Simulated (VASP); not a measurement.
# H18CO10 in VASP: notebook, part 2 of 2

VASP 6.6.1. Earlier steps stand in the parts before.

## 4. Single point, LDA

This run uses another cell than the first one, of 10.66 Å³/atom, 0.928 times its volume.

INCAR

```
SYSTEM = H18CO10
PREC = Accurate
ENCUT = 910
EDIFF = 1E-6
ISMEAR = -1
SIGMA = 0.05
LREAL = Auto
LASPH = .True.
NELM = 120
ALGO = Normal
ISIF = 2
LWAVE = .False.
LCHARG = .False.
NBANDS = 61
GGA_COMPAT = .False.
```

KPOINTS

```
Automatic mesh
0
Gamma
  1 1 1
  0 0 0
```

POSCAR

```
H18CO10
1.0
    6.7436960000      0.0000000000      0.0000000000
    0.0000000000      6.5948800000      0.0000000000
    0.0000000000      0.0000000000      6.9527970000
O H C
10 18 1
Direct
    0.8604183818      0.2026268863      0.9755642226
    0.7593758675      1.0543178951      0.6550313493
    0.5402823615      0.7035457810      0.4498765029
    0.8761664227      0.1944993692      0.3222587974
    0.1036523592      0.4981288515      0.4621305641
    0.2115457162      0.1951362269     -0.1036561257
    0.3265568317      0.8536925615      0.7357183016
    0.9743914910      0.7235613082      0.7618085211
    0.4553289472      0.5291225921      0.8552097810
    0.6306037520      0.6820897423      1.0857932426
    0.7916133823      0.1487669222      0.8667015591
    1.0150665155      0.1853407492      0.9319414906
    0.6287205117      1.0096620409      0.6227709510
    0.8358621148      0.9238833762      0.6775546589
    0.6324869923      0.6143857053      0.5356549314
    0.5994042436      0.7141449124      0.3064090610
    0.8410818044      0.1412610995      0.4570966188
    0.8442551384      0.1548928866      0.1245685729
    0.2322910167      0.5699269737      0.4446268171
   -0.0234292886      0.3014459702      0.3401364947
    0.2812404355      0.3149867776     -0.1468329940
    0.2542226103      0.0814268038     -0.1852348055
    0.1086941048      0.7767540880      0.7819730678
    0.3977047601      0.8445187782      0.6013838747
    1.0572985496      0.5634977437      0.5796516136
    0.9063279246      0.6790267602      0.8803507423
    0.4009670661      0.7303847833      0.7899986149
    0.5147770599      0.4080286525      1.1161695070
    0.5305102721      0.5384934980      1.0205820765
```

Potentials or basis: VASP PAW LDA potentials, release 64 (O_h, H_h, C_h).

The run is started by

```
cat potpaw_LDA.64/O_h/POTCAR potpaw_LDA.64/H_h/POTCAR potpaw_LDA.64/C_h/POTCAR > POTCAR
mpirun -np 1 vasp_gam > vasp.out
```

OUTCAR:

```text
SYSTEM = H18CO10
   PREC = Accurate
   ENCUT = 910
   EDIFF = 1E-6
   ISMEAR = -1
   LREAL = Auto
   LASPH = .True.
   NELM = 120
   ISIF = 2

 ion  position               nearest neighbor table
   1  0.860  0.203  0.976-  11 0.96  18 1.09  12 1.09
   2  0.759  0.054  0.655-  13 0.96  14 1.02
   3  0.540  0.704  0.450-  15 1.04  16 1.08
   4  0.876  0.194  0.322-  20 0.99  17 1.03
   5  0.104  0.498  0.462-  25 0.98  19 1.00
   6  0.212  0.195  0.896-  21 0.97  22 0.98
   7  0.327  0.854  0.736-  27 1.03  24 1.05
   8  0.974  0.724  0.762-  23 0.98  26 0.99
   9  0.455  0.529  0.855-  29 1.26
  10  0.631  0.682  0.086-  29 1.25
  11  0.792  0.149  0.867-   1 0.96
  12  0.015  0.185  0.932-   1 1.09
  13  0.629  0.010  0.623-   2 0.96
  14  0.836  0.924  0.678-   2 1.02
[... 12 lines left out ...]
  27  0.401  0.730  0.790-   7 1.03
  28  0.515  0.408  0.116-  29 1.09
  29  0.531  0.538  0.021-  28 1.09  10 1.25   9 1.26

  LATTYP: Found a simple orthorhombic cell.
 ALAT       =     6.5948800000
 B/A-ratio  =     1.0225653841
 C/A-ratio  =     1.0542719504

  Lattice vectors:

[... 212 lines left out ...]
 fundamental gap:      4.4291978392
 Fermi energy:        -1.8585969407

 k-point     1 :       0.0000    0.0000    0.0000
  band No.  band energies     occupation
      1     -23.4910      2.00000
      2     -23.1167      2.00000
      3     -22.5260      2.00000
      4     -22.1912      2.00000
      5     -21.8723      2.00000
      6     -21.3474      2.00000
[... 45 lines left out ...]
     52       6.4534      0.00000
     53       6.5451      0.00000
 [bands above 53 left out]

------------------------ aborting loop because EDIFF is reached ----------------------------------------

  FORCE on cell =-STRESS in cart. coord.  units (eV):
  Direction    XX          YY          ZZ          XY          YZ          ZX
  --------------------------------------------------------------------------------------
  -------------------------------------------------------------------------------------
  Total       -0.2761300      0.0553480     -4.4100606      1.8149289      1.2115307      2.3564387
  in kB       -1.4307366      0.2867794    -22.8502367      9.4038515      6.2774112     12.2096243
  external PRESSURE =      -7.9980647 kB  Pullay stress =       0.0000000 kB

 VOLUME and BASIS-vectors are now :
 -----------------------------------------------------------------------------
  energy-cutoff  :      910.00
  volume of cell :      309.22
      direct lattice vectors                 reciprocal lattice vectors
     6.743696000  0.000000000  0.000000000     0.148286637  0.000000000  0.000000000
     0.000000000  6.594880000  0.000000000     0.000000000  0.151632782  0.000000000
     0.000000000  0.000000000  6.952797000     0.000000000  0.000000000  0.143827009

 POSITION                                       TOTAL-FORCE (eV/Angst)
 -----------------------------------------------------------------------------------
      5.80240      1.33630      6.78290         1.470746      0.563246      1.708521
      5.12100      0.35822      4.55430         1.152964     -0.135187      0.161305
      3.64350      4.63980      3.12790         1.527033     -0.763303      0.436344
      5.90860      1.28270      2.24060        -0.335249     -0.554352      0.452049
      0.69900      3.28510      3.21310         1.146191      0.139368     -0.604189
      1.42660      1.28690      6.23210        -0.801974     -0.630076      0.395850
[... 21 lines left out ...]
      3.47150      2.69090      0.80770        -0.369808     -0.829402      0.424272
      3.57760      3.55130      0.14310         0.703531      0.414492      0.009492
 -----------------------------------------------------------------------------------
    total drift:                                0.004903      0.000607     -0.001173

  FREE ENERGIE OF THE ION-ELECTRON SYSTEM (eV)
  ---------------------------------------------------
  free  energy   TOTEN  =      -157.6065036938 eV

  energy  without entropy=     -157.6065036938  energy(sigma->0) =     -157.60650369
```

stdout:

```text
POSCAR found type information on POSCAR O H C
 POSCAR found :  3 types and      29 ions
 scaLAPACK will be used
 LDA part: xc-table for (Slater(with rela. corr.)+CA(PZ))
 , standard interpolation
 POSCAR, INCAR and KPOINTS ok, starting setup
 FFT: planning ... GRIDC
 FFT: planning ... GRID_SOFT
 FFT: planning ... GRID
 WAVECAR not read
 entering main loop
```

Wall time 64 s (1 thread of AMD EPYC 7R43 (Zen 3), shared host); peak memory 0.47 GiB.

What came out:

- Free energy: -157.6065 eV
- Pressure: -0.8 GPa
- Largest force: 2.560 eV/Å
- Band gap on the k mesh: 4.43 eV

Forces in eV/Å, atoms in the order of the input:
```
O    1.471  0.563  1.709
O    1.153 -0.135  0.161
O    1.527 -0.763  0.436
O   -0.335 -0.554  0.452
O    1.146  0.139 -0.604
O   -0.802 -0.630  0.396
O    0.963  0.745 -1.965
O   -2.002 -0.384 -0.178
O   -0.059 -0.416 -0.030
O    0.083  0.481 -0.013
H   -1.519 -0.991 -1.432
H    0.207  0.745  0.412
H   -1.181 -0.401 -0.266
H    0.119 -0.112  0.150
H   -1.456  1.351 -1.615
H   -0.402 -0.562  1.027
H    0.066  0.183 -0.900
H   -0.004  0.515 -0.103
H   -0.272 -0.551 -0.247
H    0.213  0.463  0.313
H    0.616  1.292 -0.228
H    0.567 -0.876 -0.157
H    1.205  0.397  0.065
H   -1.060 -0.196  0.965
H   -0.742  0.200  0.682
H    0.241  0.199 -0.079
H   -0.075 -0.288  0.615
H   -0.370 -0.829  0.424
C    0.704  0.414  0.009
```

Caveat: the k points lie up to 0.95 Å⁻¹ apart; the cutoff is under 1.25 times the usual one of these potentials, so pressure, stress and relaxed cells hold a basis-set (Pulay) error.
